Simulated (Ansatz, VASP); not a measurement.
**CdS in VASP and in Ansatz**

```xyz
2
Lattice="4.2612 0.0000 0.0000 -2.1306 3.6903 0.0000 0.0000 0.0000 5.8042" Properties=species:S:1:pos:R:3 pbc="T T T"
Cd    0.0000    0.0000    2.5695
S     2.1306    1.2301    2.5208
```

Alike in both runs: task single point; functional PBE; k mesh 7 × 7 × 5; occupations gaussian, width 0.1 eV; no spin polarisation.

```csv
,VASP,Ansatz
version,VASP 6.6.1,Ansatz 0.2.0
potentials or method,"VASP PAW PBE potentials, release 64 (Cd, S), cutoff 520 eV","all-electron LAPW, scalar-relativistic"
```

```tsv
	VASP	Ansatz	Ansatz less VASP
gap on the k mesh at the Fermi level (eV)	1.47	1.47	-0.001
least direct gap on the mesh (eV)	1.48	1.47	-0.001
pressure (GPa)	-0.1	-0.2	-0.16
traceless stress, the component that is largest in VASP (GPa)	0.06	0.23	+0.173
```

Ansatz ran all-electron here, and VASP with PAW potentials.
